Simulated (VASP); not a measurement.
# CuI (F-43m) in VASP: single point with HSE06

Aim: the single point of CuI with HSE06.

Program: VASP 6.6.1. These are calculated values, not measurements. Logs are shortened: lines on timing, memory, paths and dates and some standing lists are left out, and cuts for length are marked.

### 1 The cell of the first run

Symmetry: F-43m, No. 216, cubic system. Conventional cell: a = 6.024 Å, b = 6.024 Å, c = 6.024 Å, α = 90.00°, β = 90.00°, γ = 90.00°. Cu (site symmetry -43m) has 4 I at 2.61 Å within 3.4 Å. I (site symmetry -43m) has 4 Cu at 2.61 Å within 3.4 Å.

### 2 Single point, HSE06

File POSCAR:

```
CuI
1.0
    0.0000000000      3.0120291147      3.0120291147
    3.0120291147      0.0000000000      3.0120291147
    3.0120291147      3.0120291147      0.0000000000
Cu I
1 1
Direct
    0.0000000000      0.0000000000      0.0000000000
    0.2500000000      0.2500000000      0.2500000000
```

File INCAR.step1:

```
  PREC = Accurate
  ENCUT = 520
  EDIFF = 1E-5
  ISMEAR = 0
  SIGMA = 0.01
  LREAL = False
  LASPH = True
  NELM = 60
  ALGO = Normal
  ISIF = 2
  LWAVE = True
  GGA = PE
  NBANDS = 16
```

File INCAR.step2:

```
  PREC = Accurate
  ENCUT = 520
  EDIFF = 1E-7
  ISMEAR = 0
  SIGMA = 0.01
  LREAL = False
  LASPH = True
  NELM = 60
  ALGO = Normal
  ISIF = 2
  LWAVE = False
  LCHARG = True
  GGA = PE
  LHFCALC = True
  HFSCREEN = 0.2079
  PRECFOCK = Normal
  LELF = True
  LVHAR = True
  ISTART = 1
  NBANDS = 16
```

File KPOINTS:

```
Automatic mesh
0
Gamma
  6 6 6
```

Potentials or basis: VASP PAW PBE potentials, release 64 (Cu, I).

Launch:

```
$ cat potpaw_PBE.64/Cu/POTCAR potpaw_PBE.64/I/POTCAR > POTCAR
$ cp INCAR.step1 INCAR
$ mpirun -np 1 vasp_std > vasp.out
$ cp INCAR.step2 INCAR
$ mpirun -np 1 vasp_std > vasp.out
```

OUTCAR:

```text
PREC = Accurate
   ENCUT = 520
   EDIFF = 1E-7
   ISMEAR = 0
   LREAL = False
   LASPH = True
   NELM = 60
   ISIF = 2
   GGA = PE
   LHFCALC = True
   HFSCREEN = 0.2079
   PRECFOCK = Normal
   ISTART = 1

 ion  position               nearest neighbor table
   1  0.000  0.000  0.000-   2 2.61   2 2.61   2 2.61   2 2.61
   2  0.250  0.250  0.250-   1 2.61   1 2.61   1 2.61   1 2.61

  LATTYP: Found a face centered cubic cell.
 ALAT       =     6.0240582294

  Lattice vectors:

 A1 = (   0.0000000000,   3.0120291147,   3.0120291147)
 A2 = (   3.0120291147,   0.0000000000,   3.0120291147)
 A3 = (   3.0120291147,   3.0120291147,   0.0000000000)

Analysis of symmetry for initial positions (statically):
=====================================================================
 Subroutine PRICEL returns:
 Original cell was already a primitive cell.

 Routine SETGRP: Setting up the symmetry group for a
 face centered cubic supercell.

 Subroutine GETGRP returns: Found 24 space group operations
 (whereof 24 operations were pure point group operations)
 out of a pool of 48 trial point group operations.

The static configuration has the point symmetry T_d .

Analysis of symmetry for dynamics (positions and initial velocities):
=====================================================================
 Subroutine PRICEL returns:
 Original cell was already a primitive cell.

 Routine SETGRP: Setting up the symmetry group for a
 face centered cubic supercell.

 Subroutine GETGRP returns: Found 24 space group operations
 (whereof 24 operations were pure point group operations)
 out of a pool of 48 trial point group operations.

The dynamic configuration has the point symmetry T_d .

 Subroutine INISYM returns: Found 24 space group operations
 (whereof 24 operations are pure point group operations),
 and found     1 'primitive' translations

----------------------------------------------------------------------------------------

                                     Primitive cell

  volume of cell :      54.6522

  direct lattice vectors                    reciprocal lattice vectors
     0.000000000  3.012029115  3.012029115    -0.166001051  0.166001051  0.166001051
     3.012029115  0.000000000  3.012029115     0.166001051 -0.166001051  0.166001051
     3.012029115  3.012029115  0.000000000     0.166001051  0.166001051 -0.166001051

  length of vectors
     4.259652424  4.259652424  4.259652424     0.287522255  0.287522255  0.287522255

  position of ions in fractional coordinates (direct lattice)
     0.000000000  0.000000000  0.000000000
     0.250000000  0.250000000  0.250000000

  ion indices of the primitive-cell ions
   primitive index   ion index
                 1           1
                 2           2

----------------------------------------------------------------------------------------

 KPOINTS: Automatic mesh

Automatic generation of k-mesh.
 Grid dimensions read from file:
 generate k-points for:    6    6    6

 Generating k-lattice:

  Cartesian coordinates                     Fractional coordinates (reciprocal lattice)
    -0.027666842  0.027666842  0.027666842     0.166666667  0.000000000  0.000000000
     0.027666842 -0.027666842  0.027666842     0.000000000  0.166666667  0.000000000
     0.027666842  0.027666842 -0.027666842     0.000000000  0.000000000  0.166666667

  Length of vectors
     0.047920376  0.047920376  0.047920376

  Shift w.r.t. Gamma in fractional coordinates (k-lattice)
     0.000000000  0.000000000  0.000000000

 Subroutine IBZKPT returns following result:
 ===========================================

 Found     16 irreducible k-points:

 Following reciprocal coordinates:
            Coordinates               Weight
  0.000000  0.000000  0.000000      1.000000
  0.166667  0.000000  0.000000      8.000000
  0.333333  0.000000  0.000000      8.000000
  0.500000  0.000000  0.000000      4.000000
  0.166667  0.166667  0.000000      6.000000
  0.333333  0.166667  0.000000     24.000000
[... 8 lines left out ...]
 -0.333333  0.333333  0.166667     24.000000
 -0.333333  0.500000  0.166667     12.000000
   k-points           NKPTS =     16   k-points in BZ     NKDIM =    216   number of bands    NBANDS=     16
   number of dos      NEDOS =    301   number of ions     NIONS =      2
   total plane-waves  NPLWV =  32768
   dimension x,y,z NGX =    32 NGY =   32 NGZ =   32
   dimension x,y,z NGXF=    64 NGYF=   64 NGZF=   64
   ions per type =               1   1
   NGX,Y,Z   is equivalent  to a cutoff of  12.49, 12.49, 12.49 a.u.
   NGXF,Y,Z  is equivalent  to a cutoff of  24.98, 24.98, 24.98 a.u.
 SYSTEM =  unknown system
   PREC   = accura    normal or accurate (medium, high low for compatibility)
   ISTART =      1    job   : 0-new  1-cont  2-samecut
   ICHARG =      0    charge: 1-file 2-atom 10-const
   ISPIN  =      1    spin polarized calculation?
   LNONCOLLINEAR =      F non collinear calculations
   LSORBIT =      F    spin-orbit coupling
   LASPH  =      T    aspherical Exc in radial PAW
   ENCUT  =  520.0 eV  38.22 Ry    6.18 a.u.   7.92  7.92  7.92*2*pi/ulx,y,z
   NELM   =     60;   NELMIN=  2; NELMDL=  0     # of ELM steps
   EDIFF  = 0.1E-06   stopping-criterion for ELM
   LREAL  =      F    real-space projection
   EDIFFG = 0.1E-05   stopping-criterion for IOM
   NSW    =      0    number of steps for IOM
   IBRION =     -1    ionic relax: 0-MD 1-quasi-New 2-CG
   NFREE  =      0    steps in history (QN), initial steepest desc. (CG)
   ISIF   =      2    stress and relaxation
   ISYM   =      3    0-nonsym 1-usesym 2-fastsym
   POTIM  = 0.5000    time-step for ionic-motion
   TEBEG  =    0.0;   TEEND  =   0.0 temperature during run
   PSTRESS=    0.0 pullay stress
   NELECT =      18.0000    total number of electrons
   NUPDOWN=      -1.0000    fix difference up-down
   EMIN   =  10.00;   EMAX   =-10.00  energy-range for DOS
   EFERMI =   0.00;   METHOD = LEGACY
   ISMEAR =     0;   SIGMA  =   0.01  broadening in eV -4-tet -1-fermi 0-gaus
   EFERMI_NEDOS =   21; number of points for ismear=-14 and -15
   IALGO  =     38    algorithm
   IMIX   =      1    mixing-type and parameters
     AMIX     =   0.40;   BMIX     =  1.00
     AMIX_MAG =   1.60;   BMIX_MAG =  1.00
  volume/ion in A,a.u.               =      27.33       184.41
  Fermi-wavevector in a.u.,A,eV,Ry     =   1.130568  2.136463 17.390734  1.278183
  Thomas-Fermi vector in A             =   2.267264
   LORBIT       =      0    0 simple, 1 ext, 2 COOP (PROOUT), +10 PAW based schemes
   GGA     = PE    functional components
   LHFCALC =     T    Hartree Fock is set to
   PRECFOCK=normal    Normal, Fast or Accurate (Low or Medium for compatibility)
   ENCUT4O =  -1.0   cutoff for four orbital integrals eV
   NKREDX  =     1    reduce k-point grid by
   NKREDY  =     1    reduce k-point grid by
   NKREDZ  =     1    reduce k-point grid by
   AEXX    =    0.2500 exact exchange contribution
   HFSCREEN=    0.2079 screening length (either q_TF or 0.3 A-1)
   HFSCREENC=   0.2079 screening length for correlation (either q_TF or 0.3 A-1)
   ENCUTFOCK=  -1.0 apply spherical cutoff to Coloumb kernel
   IVDW    =     0    specifies the selected vdW correction
   LEPSILON=     F    determine dielectric tensor
   LRPA    =     F    only Hartree local field effects (RPA)
 non-spin polarized calculation
 Gauss-broadening in eV      SIGMA  =   0.01
  energy-cutoff  :      520.00
  volume of cell :       54.65
 maximum number of plane-waves:      1488
  NGX = 24; NGY = 24; NGZ = 24

 number of electron      18.0000017 magnetization

 Free energy of the ion-electron system (eV)
  ---------------------------------------------------
  ext. energy  EPLUGINS =         0.00000000
  ---------------------------------------------------
  free energy    TOTEN  =        -6.45290508 eV

  energy without entropy =       -6.45290508  energy(sigma->0) =       -6.45290508

 E-fermi :   3.8285     XC(G=0):  -7.4874

 val. band max:        3.6974552936   @ k =   0.0000   0.0000   0.0000
 cond. band min:       6.3156005228   @ k =   0.0000   0.0000   0.0000
 fundamental gap:      2.6181452292
 Fermi energy:         3.8285142983

 k-point     1 :       0.0000    0.0000    0.0000
  band No.  band energies     occupation
      1     -11.1691      2.00000
      2      -0.3975      2.00000
      3      -0.3975      2.00000
      4      -0.3974      2.00000
      5       1.1246      2.00000
      6       1.1246      2.00000
[... 8 lines left out ...]
     15      14.8210      0.00000
     16      14.8210      0.00000

 k-point     2 :       0.1667    0.0000    0.0000
  band No.  band energies     occupation
      1     -11.0238      2.00000
      2      -0.7318      2.00000
      3      -0.3662      2.00000
      4      -0.3662      2.00000
      5       1.1158      2.00000
      6       1.1158      2.00000
[... 8 lines left out ...]
     15      13.8974      0.00000
     16      14.4611      0.00000

 k-point     3 :       0.3333    0.0000    0.0000
  band No.  band energies     occupation
      1     -10.7036      2.00000
      2      -1.5278      2.00000
      3      -0.3104      2.00000
      4      -0.3104      2.00000
      5       1.1251      2.00000
      6       1.1251      2.00000
[... 8 lines left out ...]
     15      14.4575      0.00000
     16      14.4575      0.00000

 k-point     4 :       0.5000    0.0000    0.0000
  band No.  band energies     occupation
      1     -10.5250      2.00000
      2      -1.9761      2.00000
      3      -0.2872      2.00000
      4      -0.2872      2.00000
      5       1.1494      2.00000
      6       1.1494      2.00000
[... 8 lines left out ...]
     15      16.2672      0.00000
     16      16.2672      0.00000
[... 172 lines left out ...]
 k-point    14 :       0.5000    0.3333    0.1667
  band No.  band energies     occupation
      1     -10.4825      2.00000
      2      -1.5312      2.00000
      3      -0.6087      2.00000
      4      -0.2506      2.00000
      5       1.0736      2.00000
      6       1.1444      2.00000
[... 8 lines left out ...]
     15      16.4194      0.00000
     16      17.5436      0.00000

 k-point    15 :      -0.3333    0.3333    0.1667
  band No.  band energies     occupation
      1     -10.3605      2.00000
      2      -1.5151      2.00000
      3      -0.8997      2.00000
      4      -0.2273      2.00000
      5       1.0275      2.00000
      6       1.1400      2.00000
[... 8 lines left out ...]
     15      16.5139      0.00000
     16      17.2736      0.00000

 k-point    16 :      -0.3333    0.5000    0.1667
  band No.  band energies     occupation
      1     -10.3034      2.00000
      2      -1.6628      2.00000
      3      -0.7119      2.00000
      4      -0.2022      2.00000
      5       1.0835      2.00000
      6       1.1771      2.00000
[... 8 lines left out ...]
     15      17.0116      0.00000
     16      17.4691      0.00000

------------------------ aborting loop because EDIFF is reached ----------------------------------------

  FORCE on cell =-STRESS in cart. coord.  units (eV):
  Direction    XX          YY          ZZ          XY          YZ          ZX
  --------------------------------------------------------------------------------------
  -------------------------------------------------------------------------------------
  Total        0.4163318      0.4163318      0.4163318      0.0000000      0.0000000     -0.0000000
  in kB       12.2051364     12.2051364     12.2051364      0.0000000      0.0000000     -0.0000000
  external PRESSURE =      12.2051364 kB  Pullay stress =       0.0000000 kB

 VOLUME and BASIS-vectors are now :
 -----------------------------------------------------------------------------
  energy-cutoff  :      520.00
  volume of cell :       54.65
      direct lattice vectors                 reciprocal lattice vectors
     0.000000000  3.012029115  3.012029115    -0.166001051  0.166001051  0.166001051
     3.012029115  0.000000000  3.012029115     0.166001051 -0.166001051  0.166001051
     3.012029115  3.012029115  0.000000000     0.166001051  0.166001051 -0.166001051

 POSITION                                       TOTAL-FORCE (eV/Angst)
 -----------------------------------------------------------------------------------
      0.00000      0.00000      0.00000        -0.000000     -0.000000      0.000000
      1.50601      1.50601      1.50601         0.000000      0.000000     -0.000000
 -----------------------------------------------------------------------------------
    total drift:                               -0.000048     -0.000046     -0.000029

  FREE ENERGIE OF THE ION-ELECTRON SYSTEM (eV)
  ---------------------------------------------------
  free  energy   TOTEN  =        -6.4529050805 eV

  energy  without entropy=       -6.4529050805  energy(sigma->0) =       -6.45290508
```

Run time: 47 min. Hardware: 1 thread of Intel Xeon Platinum 8259CL at 2.50GHz (Skylake/Cascade Lake), shared host; peak memory 0.31 GiB.

Results:

- Free energy: -6.4529 eV
- Pressure: 1.2 GPa
- Band gap on the k mesh: 2.62 eV

Levels at points of the mesh, in eV from the valence-band top:
| k point | band 7 | band 8 | band 9 | band 10 | band 11 | band 12 |
| --- | --- | --- | --- | --- | --- | --- |
| (0.00, 0.00, 0.00) | 0.00 | 0.00 | 0.00 | 2.62 | 6.27 | 6.27 |
| (0.50, 0.00, 0.00) | -2.49 | -0.87 | -0.87 | 3.59 | 6.78 | 6.78 |
| (0.50, 0.50, 0.00) | -2.37 | -2.01 | -2.01 | 3.83 | 4.23 | 11.00 |

Caveat: the PAW data sets were made with another functional, which shifts forces and pressure a little; spin-orbit coupling is left out, which moves the levels of the heavy elements.
